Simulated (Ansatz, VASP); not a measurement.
AlN in VASP and in Ansatz

Contents of INCAR:

```
PREC = Accurate
ENCUT = 520
EDIFF = 1E-6
ISMEAR = 0
SIGMA = 0.020999999999999998
LREAL = False
LASPH = True
NELM = 80
ALGO = Normal
ISIF = 2
LWAVE = False
LCHARG = False
GGA = PE
NBANDS = 11
```

Contents of KPOINTS:

```
Automatic mesh
0
Gamma
  10 10 10
```

POSCAR

```
AlN
1.0
    0.0000000000      2.1839935596      2.1839935596
    2.1839935596      0.0000000000      2.1839935596
    2.1839935596      2.1839935596      0.0000000000
Al N
1 1
Direct
    0.0000000000      0.0000000000      0.0000000000
    0.2500000000      0.2500000000      0.2500000000
```

input.yaml

```yaml
crystal:
  lattice:
    - [0.0, 2.1839935596, 2.1839935596]
    - [2.1839935596, 0.0, 2.1839935596]
    - [2.1839935596, 2.1839935596, 0.0]
  atoms:
    - { symbol: Al, position: [0.0, 0.0, 0.0] }
    - { symbol: "N", position: [0.25, 0.25, 0.25] }
kpoints:
  mp_grid: { grid: [10, 10, 10] }
scf:
  occupations: { method: gaussian, width: 0.021 }
hamiltonian:
  xc: pbe
  pseudopotentials: { kind: all_electron, lapw: { basis_error: 0.001 } }
output:
  forces: true
  stress: true
  eigenvalues: true
```

Alike in both runs: task single point; functional PBE; k mesh 10 × 10 × 10; occupations gaussian, width 0.021 eV; no spin polarisation.

|  | VASP | Ansatz |
| --- | --- | --- |
| version | VASP 6.6.1 | Ansatz 0.2.0 |
| potentials or method | VASP PAW PBE potentials, release 64 (Al, N), cutoff 520 eV | all-electron LAPW, scalar-relativistic |

VASP gave:

* gap on the k mesh at the Fermi level (eV): 3.32
* least direct gap on the mesh (eV): 4.20
* pressure (GPa): 4.6

Q: What did Ansatz give for the same quantities?

A: gap on the k mesh at the Fermi level (eV): 3.32; least direct gap on the mesh (eV): 4.19; pressure (GPa): 4.8.

Ansatz ran all-electron here, and VASP with PAW potentials.
